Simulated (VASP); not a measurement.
# CdSe (Fm-3m) in VASP: single point with PBEsol

Aim: the single point of CdSe with PBEsol.

Program: VASP 6.6.1. These are calculated values, not measurements. Logs are shortened: lines on timing, memory, paths and dates and some standing lists are left out, and cuts for length are marked.

### 1 The cell of the first run

Symmetry: Fm-3m, No. 225, cubic system. Conventional cell: a = 5.748 Å, b = 5.748 Å, c = 5.748 Å, α = 90.00°, β = 90.00°, γ = 90.00°. Within 3.8 Å of Cd (site symmetry m-3m) lie 6 Se at 2.87 Å. Se (site symmetry m-3m) has 6 Cd at 2.87 Å within 3.8 Å.

### 2 Single point, PBEsol

The input, INCAR:

```
SYSTEM = CdSe
  ALGO = Normal
  EDIFF = 1E-6
  ENCUT = 500
  GGA = PS
  GGA_COMPAT = .False.
  ISIF = 2
  ISMEAR = 0
  LASPH = .True.
  LCHARG = .False.
  LREAL = .False.
  LWAVE = .False.
  NBANDS = 16
  NELM = 120
  PREC = Accurate
  SIGMA = 0.01
```

The input, KPOINTS:

```
k-points
0
Gamma
  3 3 3
  0 0 0
```

The input, POSCAR:

```
CdSe
1.0
    0.0000000000      2.8739580000      2.8739580000
    2.8739580000      0.0000000000      2.8739580000
    2.8739580000      2.8739580000      0.0000000000
Cd Se
1 1
Direct
    0.0000000000      0.0000000000      0.0000000000
    0.5000000000      0.5000000000      0.5000000000
```

Potentials or basis: VASP PAW PBE potentials, release 64 (Cd, Se).

Run with:

```sh
cat potpaw_PBE.64/Cd/POTCAR potpaw_PBE.64/Se/POTCAR > POTCAR
mpirun -np 1 vasp_std > vasp.out
```

OUTCAR:

```text
SYSTEM = CdSe
   EDIFF = 1E-6
   ENCUT = 500
   GGA = PS
   ISIF = 2
   ISMEAR = 0
   LASPH = .True.
   LREAL = .False.
   NELM = 120
   PREC = Accurate

 ion  position               nearest neighbor table
   1  0.000  0.000  0.000-   2 2.87   2 2.87   2 2.87   2 2.87   2 2.87   2 2.87
   2  0.500  0.500  0.500-   1 2.87   1 2.87   1 2.87   1 2.87   1 2.87   1 2.87

  LATTYP: Found a face centered cubic cell.
 ALAT       =     5.7479160000

  Lattice vectors:

 A1 = (   0.0000000000,   2.8739580000,   2.8739580000)
 A2 = (   2.8739580000,   0.0000000000,   2.8739580000)
 A3 = (   2.8739580000,   2.8739580000,   0.0000000000)

Analysis of symmetry for initial positions (statically):
=====================================================================
 Subroutine PRICEL returns:
 Original cell was already a primitive cell.

 Routine SETGRP: Setting up the symmetry group for a
 face centered cubic supercell.

 Subroutine GETGRP returns: Found 48 space group operations
 (whereof 48 operations were pure point group operations)
 out of a pool of 48 trial point group operations.

The static configuration has the point symmetry O_h .

Analysis of symmetry for dynamics (positions and initial velocities):
=====================================================================
 Subroutine PRICEL returns:
 Original cell was already a primitive cell.

 Routine SETGRP: Setting up the symmetry group for a
 face centered cubic supercell.

 Subroutine GETGRP returns: Found 48 space group operations
 (whereof 48 operations were pure point group operations)
 out of a pool of 48 trial point group operations.

The dynamic configuration has the point symmetry O_h .

 Subroutine INISYM returns: Found 48 space group operations
 (whereof 48 operations are pure point group operations),
 and found     1 'primitive' translations

----------------------------------------------------------------------------------------

                                     Primitive cell

  volume of cell :      47.4757

  direct lattice vectors                    reciprocal lattice vectors
     0.000000000  2.873958000  2.873958000    -0.173976098  0.173976098  0.173976098
     2.873958000  0.000000000  2.873958000     0.173976098 -0.173976098  0.173976098
     2.873958000  2.873958000  0.000000000     0.173976098  0.173976098 -0.173976098

  length of vectors
     4.064390381  4.064390381  4.064390381     0.301335442  0.301335442  0.301335442

  position of ions in fractional coordinates (direct lattice)
     0.000000000  0.000000000  0.000000000
     0.500000000  0.500000000  0.500000000

  ion indices of the primitive-cell ions
   primitive index   ion index
                 1           1
                 2           2

----------------------------------------------------------------------------------------

 KPOINTS: k-points

Automatic generation of k-mesh.
 Grid dimensions read from file:
 generate k-points for:    3    3    3

 Generating k-lattice:

  Cartesian coordinates                     Fractional coordinates (reciprocal lattice)
    -0.057992033  0.057992033  0.057992033     0.333333333  0.000000000  0.000000000
     0.057992033 -0.057992033  0.057992033     0.000000000  0.333333333  0.000000000
     0.057992033  0.057992033 -0.057992033     0.000000000  0.000000000  0.333333333

  Length of vectors
     0.100445147  0.100445147  0.100445147

  Shift w.r.t. Gamma in fractional coordinates (k-lattice)
     0.000000000  0.000000000  0.000000000

 Subroutine IBZKPT returns following result:
 ===========================================

 Found      4 irreducible k-points:

 Following reciprocal coordinates:
            Coordinates               Weight
  0.000000  0.000000  0.000000      1.000000
  0.333333  0.000000  0.000000      8.000000
  0.333333  0.333333  0.000000      6.000000
 -0.333333  0.333333  0.000000     12.000000
   k-points           NKPTS =      4   k-points in BZ     NKDIM =      4   number of bands    NBANDS=     16
   number of dos      NEDOS =    301   number of ions     NIONS =      2
   total plane-waves  NPLWV =  27000
   dimension x,y,z NGX =    30 NGY =   30 NGZ =   30
   dimension x,y,z NGXF=    60 NGYF=   60 NGZF=   60
   ions per type =               1   1
   NGX,Y,Z   is equivalent  to a cutoff of  12.27, 12.27, 12.27 a.u.
   NGXF,Y,Z  is equivalent  to a cutoff of  24.54, 24.54, 24.54 a.u.
 SYSTEM =  CdSe
   PREC   = accura    normal or accurate (medium, high low for compatibility)
   ISTART =      0    job   : 0-new  1-cont  2-samecut
   ICHARG =      2    charge: 1-file 2-atom 10-const
   ISPIN  =      1    spin polarized calculation?
   LNONCOLLINEAR =      F non collinear calculations
   LSORBIT =      F    spin-orbit coupling
   LASPH  =      T    aspherical Exc in radial PAW
   ENCUT  =  500.0 eV  36.75 Ry    6.06 a.u.   7.41  7.41  7.41*2*pi/ulx,y,z
   NELM   =    120;   NELMIN=  2; NELMDL= -5     # of ELM steps
   EDIFF  = 0.1E-05   stopping-criterion for ELM
   LREAL  =      F    real-space projection
   EDIFFG = 0.1E-04   stopping-criterion for IOM
   NSW    =      0    number of steps for IOM
   IBRION =     -1    ionic relax: 0-MD 1-quasi-New 2-CG
   NFREE  =      0    steps in history (QN), initial steepest desc. (CG)
   ISIF   =      2    stress and relaxation
   ISYM   =      2    0-nonsym 1-usesym 2-fastsym
   POTIM  = 0.5000    time-step for ionic-motion
   TEBEG  =    0.0;   TEEND  =   0.0 temperature during run
   PSTRESS=    0.0 pullay stress
   NELECT =      18.0000    total number of electrons
   NUPDOWN=      -1.0000    fix difference up-down
   EMIN   =  10.00;   EMAX   =-10.00  energy-range for DOS
   EFERMI =   0.00;   METHOD = LEGACY
   ISMEAR =     0;   SIGMA  =   0.01  broadening in eV -4-tet -1-fermi 0-gaus
   EFERMI_NEDOS =   21; number of points for ismear=-14 and -15
   IALGO  =     38    algorithm
   IMIX   =      4    mixing-type and parameters
     AMIX     =   0.40;   BMIX     =  1.00
     AMIX_MAG =   1.60;   BMIX_MAG =  1.00
  volume/ion in A,a.u.               =      23.74       160.19
  Fermi-wavevector in a.u.,A,eV,Ry     =   1.184882  2.239103 19.101849  1.403946
  Thomas-Fermi vector in A             =   2.321088
   LORBIT       =      0    0 simple, 1 ext, 2 COOP (PROOUT), +10 PAW based schemes
   GGA     = PS    functional components
   LHFCALC =     F    Hartree Fock is set to
   AEXX    =    0.0000 exact exchange contribution
   IVDW    =     0    specifies the selected vdW correction
   LEPSILON=     F    determine dielectric tensor
   LRPA    =     F    only Hartree local field effects (RPA)
 non-spin polarized calculation
 Gauss-broadening in eV      SIGMA  =   0.01
  energy-cutoff  :      500.00
  volume of cell :       47.48
 maximum number of plane-waves:      1243
 NGX is ok and might be reduce to    30
   NGX = 15   NGY = 15   NGZ = 15

 number of electron      18.0000008 magnetization

 Free energy of the ion-electron system (eV)
  ---------------------------------------------------
  ext. energy  EPLUGINS =         0.00000000
  ---------------------------------------------------
  free energy    TOTEN  =        -5.55366436 eV

  energy without entropy =       -5.55366435  energy(sigma->0) =       -5.55366436

 E-fermi :   2.1136     XC(G=0): -10.1560

 val. band max:        2.0771908520   @ k =   0.3333   0.0000   0.0000
 cond. band min:       2.1460354487   @ k =   0.0000   0.0000   0.0000
 fundamental gap:      0.0688445966
 Fermi energy:         2.1135504325

 k-point     1 :       0.0000    0.0000    0.0000
  band No.  band energies     occupation
      1     -10.6056      2.00000
      2      -5.8478      2.00000
      3      -5.8478      2.00000
      4      -5.8380      2.00000
      5      -5.8380      2.00000
      6      -5.8380      2.00000
      7       1.6837      2.00000
      8       1.6837      2.00000
      9       1.6837      2.00000
     10       2.1460      0.00000
     11      10.7469      0.00000
     12      10.7469      0.00000
     13      10.7469      0.00000
     14      11.7773      0.00000
     15      11.7773      0.00000
     16      11.7773      0.00000

 k-point     2 :       0.3333    0.0000    0.0000
  band No.  band energies     occupation
      1      -9.9399      2.00000
      2      -6.0062      2.00000
      3      -6.0062      2.00000
      4      -5.9160      2.00000
      5      -5.7352      2.00000
      6      -5.7352      2.00000
      7      -2.1198      2.00000
      8       2.0772      2.00000
      9       2.0772      2.00000
     10       5.1181      0.00000
     11       7.9900      0.00000
     12       7.9900      0.00000
     13       8.0694      0.00000
     14      11.8821      0.00000
     15      13.2288      0.00000
     16      13.2288      0.00000

 k-point     3 :       0.3333    0.3333    0.0000
  band No.  band energies     occupation
      1      -9.9416      2.00000
      2      -5.9171      2.00000
      3      -5.7906      2.00000
      4      -5.7086      2.00000
      5      -5.7086      2.00000
      6      -5.7082      2.00000
      7      -1.2512      2.00000
      8       0.5590      2.00000
      9       0.5590      2.00000
     10       3.0247      0.00000
     11       7.9238      0.00000
     12       9.7157      0.00000
     13      11.3294      0.00000
     14      11.3294      0.00000
     15      15.3031      0.00000
     16      16.8804      0.00000

 k-point     4 :      -0.3333    0.3333    0.0000
  band No.  band energies     occupation
      1      -9.6844      2.00000
      2      -5.9522      2.00000
      3      -5.9022      2.00000
      4      -5.7824      2.00000
      5      -5.6921      2.00000
      6      -5.4718      2.00000
      7      -1.8046      2.00000
      8      -0.9848      2.00000
      9       1.2867      2.00000
     10       4.2719      0.00000
     11       8.2633      0.00000
     12       9.3016      0.00000
     13      10.0693      0.00000
     14      12.0424      0.00000
     15      13.7844      0.00000
     16      16.2362      0.00000

------------------------ aborting loop because EDIFF is reached ----------------------------------------

  FORCE on cell =-STRESS in cart. coord.  units (eV):
  Direction    XX          YY          ZZ          XY          YZ          ZX
  --------------------------------------------------------------------------------------
  -------------------------------------------------------------------------------------
  Total       -0.5683407     -0.5683407     -0.5683407     -0.0000000      0.0000000      0.0000000
  in kB      -19.1799791    -19.1799791    -19.1799791     -0.0000000      0.0000000      0.0000000
  external PRESSURE =     -19.1799791 kB  Pullay stress =       0.0000000 kB

 VOLUME and BASIS-vectors are now :
 -----------------------------------------------------------------------------
  energy-cutoff  :      500.00
  volume of cell :       47.48
      direct lattice vectors                 reciprocal lattice vectors
     0.000000000  2.873958000  2.873958000    -0.173976098  0.173976098  0.173976098
     2.873958000  0.000000000  2.873958000     0.173976098 -0.173976098  0.173976098
     2.873958000  2.873958000  0.000000000     0.173976098  0.173976098 -0.173976098

 POSITION                                       TOTAL-FORCE (eV/Angst)
 -----------------------------------------------------------------------------------
      0.00000      0.00000      0.00000         0.000000     -0.000000      0.000000
      2.87396      2.87396      2.87396        -0.000000      0.000000     -0.000000
 -----------------------------------------------------------------------------------
    total drift:                               -0.000000      0.000000      0.000000

  FREE ENERGIE OF THE ION-ELECTRON SYSTEM (eV)
  ---------------------------------------------------
  free  energy   TOTEN  =        -5.5536643627 eV

  energy  without entropy=       -5.5536643512  energy(sigma->0) =       -5.55366436
```

Wall time 8.5 s (1 thread of Intel Xeon Platinum 8259CL at 2.50GHz (Skylake/Cascade Lake), shared host); peak memory 0.16 GiB.

Results:

| Item | Value |
| --- | --- |
| Free energy | -5.5537 eV |
| Pressure | -1.9 GPa |
| Band gap on the k mesh | 0.07 eV, indirect (least direct gap 0.46 eV) |

Caveat: the k points lie up to 0.63 Å⁻¹ apart; the PAW data sets were made with another functional, which shifts forces and pressure a little. A k mesh can miss the band edges.
